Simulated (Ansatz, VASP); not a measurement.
## Two plane-wave programs on Hg

The input INCAR:

```
  PREC = Accurate
  ENCUT = 500
  EDIFF = 1E-6
  ISMEAR = 1
  SIGMA = 0.05
  LREAL = F
  LASPH = T
  NELM = 200
  ALGO = Normal
  ISIF = 2
  LWAVE = F
  LCHARG = F
  MAGMOM = 0 0 0
  LORBIT = 11
  LSORBIT = T
  GGA_COMPAT = F
  LORBMOM = T
  GGA = PE
  NBANDS = 23
```

KPOINTS

```
Automatic mesh
0
Gamma
  10 10 10
```

POSCAR

```
Hg
1.0
   -1.8767364350      1.8767364350      1.9168448550
    1.8767364350     -1.8767364350      1.9168448550
    1.8767364350      1.8767364350     -1.9168448550
Hg
1
Direct
    0.5000000000      0.5000000000      0.0000000000
```

The input input.yaml:

```yaml
crystal:
  lattice: { a: 3.75347287, b: 3.75347287, c: 3.83368971, alpha: 90.0, beta: 90.0, gamma: 90.0 }
  space_group: 139
  reduce_to_primitive: true
  atoms:
    - { symbol: Hg, wyckoff: "2b", position: [0.0, 0.0, 0.5] }
hamiltonian:
  xc: pbe
  pseudopotentials: { kind: nc_fr, accuracy: standard }
magnetization:
  noncollinear: true
  spin_orbit: true
kpoints:
  mp_grid: { grid: [10, 10, 10] }
scf:
  occupations: { method: methfessel_paxton, width: 0.05 }
output:
  forces: true
  stress: true
  eigenvalues: true
  bader: false
  populations: intrinsic
```

Alike in both runs: functional PBE; k mesh 10 × 10 × 10; occupations methfessel-paxton of order 1, width 0.05 eV; non-collinear spin, spin-orbit coupling.

|  | VASP | Ansatz |
| --- | --- | --- |
| version | VASP 6.6.1 | Ansatz 0.2.0 |
| potentials or method | VASP PAW PBE potentials, release 64 (Hg) | PseudoDojo standard (PBE files) |
| plane-wave cutoff (eV) | 500 | 898 |
| valence electrons in the cell | 12 | 20 |
| task | single point | atomic charges |

VASP gave:

```
pressure (GPa)                                                : 1.0
traceless stress, the component that is largest in VASP (GPa) : 0.13
net moment per atom (μB)                                      : 0.00
```

Q: Estimate Ansatz's values.

A: Pressure (GPa): 0.5; traceless stress, the component that is largest in VASP (GPa): 0.21; net moment per atom (μB): 0.00.

VASP's potentials hold 12 valence electrons a cell and Ansatz's 20, so a difference there can come from the potentials and not from the codes.
